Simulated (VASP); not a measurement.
Wanted: the native input for a VASP 6.6.1 run.

| Quantity | Value |
| --- | --- |
| Task | single point |
| Functional | PBE |
| Potentials or basis | VASP PAW PBE potentials, release 64 (Al, Co) |
| Cutoff | 520 eV |
| k mesh | 4 × 4 × 4 |
| Occupations | methfessel-paxton, width 0.1 eV |
| Spin | no spin polarisation |
| Dipole correction | no |
| Further INCAR settings | LREAL = Auto; ALGO = Normal; EDIFF = 1e-06; NBANDS = 118 |

The structure of AlCo lies in POSCAR:

```
AlCo
1.0
    0.0000000000      5.7030923043      5.7030923043
    5.7030923043      0.0000000000      5.7030923043
    5.7030923043      5.7030923043      0.0000000000
Al Co
16 16
Direct
    0.0000000000      0.0000000000      0.0000000000
    0.2500000000      0.2500000000      0.2500000000
    0.0000000000      0.0000000000      0.5000000000
    0.2500000000      0.2500000000      0.7500000000
    0.0000000000      0.5000000000      0.0000000000
    0.2500000000      0.7500000000      0.2500000000
    0.0000000000      0.5000000000      0.5000000000
    0.2500000000      0.7500000000      0.7500000000
    0.5000000000      0.0000000000      0.0000000000
    0.7500000000      0.2500000000      0.2500000000
    0.5000000000      0.0000000000      0.5000000000
    0.7500000000      0.2500000000      0.7500000000
    0.5000000000      0.5000000000      0.0000000000
    0.7500000000      0.7500000000      0.2500000000
    0.5000000000      0.5000000000      0.5000000000
    0.7500000000      0.7500000000      0.7500000000
    0.1250000000      0.1250000000      0.1250000000
    0.3750000000      0.3750000000      0.3750000000
    0.1250000000      0.1250000000      0.6250000000
    0.3750000000      0.3750000000      0.8750000000
    0.1250000000      0.6250000000      0.1250000000
    0.3750000000      0.8750000000      0.3750000000
    0.1250000000      0.6250000000      0.6250000000
    0.3750000000      0.8750000000      0.8750000000
    0.6250000000      0.1250000000      0.1250000000
    0.8750000000      0.3750000000      0.3750000000
    0.6250000000      0.1250000000      0.6250000000
    0.8750000000      0.3750000000      0.8750000000
    0.6250000000      0.6250000000      0.1250000000
    0.8750000000      0.8750000000      0.3750000000
    0.6250000000      0.6250000000      0.6250000000
    0.8750000000      0.8750000000      0.8750000000
```

One way to write it, as run:

INCAR

```
SYSTEM = AlCo
ALGO = Normal
EDIFF = 1E-6
ENCUT = 520
GGA = PE
ISIF = 2
ISMEAR = 1
LASPH = .TRUE.
LCHARG = .FALSE.
LREAL = Auto
LWAVE = .FALSE.
NBANDS = 118
NELM = 60
PREC = Accurate
SIGMA = 0.1
```

KPOINTS

```
k-points
0
G
  4 4 4
  0 0 0
```

Potentials or basis: VASP PAW PBE potentials, release 64 (Al, Co).

Launch:

```console
$ cat potpaw_PBE.64/Al/POTCAR potpaw_PBE.64/Co/POTCAR > POTCAR
$ mpirun -np 1 vasp_std > vasp.out
```

Results of the run:

```json
{
 "Pressure": "0.0 GPa",
 "Band gap on the k mesh": "zero (bands 96 and 97 overlap by 0.32 eV)"
}
```

Caveat: the run has no spin polarisation, though such a crystal can be magnetic.

Wall time 5.5 min on 1 thread of Intel(R) Xeon(R) 6975P-C (Granite Rapids), with other jobs on the host, peak memory 0.61 GiB.
